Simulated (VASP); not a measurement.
## Ir: single point with PBE

The system is Ir.

```xyz
2
Lattice="2.8028 0.0000 0.0000 -1.4014 2.4273 0.0000 0.0000 0.0000 4.4530" Properties=species:S:1:pos:R:3 pbc="T T T"
Ir    1.4014    0.8091    3.3397
Ir    0.0000    1.6182    1.1132
```

```
Program                : VASP 6.6.1
Task                   : single point
Functional             : PBE
Potentials or basis    : VASP PAW PBE potentials, release 64 (Ir)
Cutoff                 : 520 eV
k mesh                 : 18 × 18 × 10
Occupations            : gaussian, width 0.15 eV
Spin                   : no spin polarisation
Dipole correction      : no
Further INCAR settings : ALGO = Normal; EDIFF = 1e-06; NBANDS = 16
```

| Quantity | Value |
| --- | --- |
| Pressure | -11.6 GPa |
| Band gap on the k mesh | zero (band 9 reaches 10.28 eV, above the bottom of band 10 at 7.25 eV) |

Stress tensor (GPa, compression positive):
```
-13.50   0.00   0.00
  0.00 -13.50   0.00
  0.00   0.00  -7.73
```

Levels at points of the mesh, in eV from the Fermi level:
| k point | band 6 | band 7 | band 8 | band 9 | band 10 | band 11 | band 12 | band 13 |
| --- | --- | --- | --- | --- | --- | --- | --- | --- |
| (0.00, 0.00, 0.00) | -2.86 | -2.86 | -2.33 | -2.33 | -0.46 | 0.21 | 0.21 | 6.72 |
| (0.50, 0.00, 0.00) | -3.15 | -2.61 | 0.48 | 0.89 | 0.91 | 2.63 | 3.96 | 7.92 |
| (0.00, 0.00, 0.50) | -3.66 | -3.66 | -3.66 | -0.46 | -0.46 | -0.46 | -0.46 | 13.59 |
| (0.50, 0.00, 0.50) | -2.02 | -0.87 | -0.87 | 0.73 | 0.73 | 1.88 | 1.88 | 7.00 |

Wall time 56 s on 1 thread of AMD EPYC 9R45 96-Core Processor (Zen 5), with other jobs on the host, peak memory 0.19 GiB.

Caveat: spin-orbit coupling is left out, which moves the levels of the heavy elements.
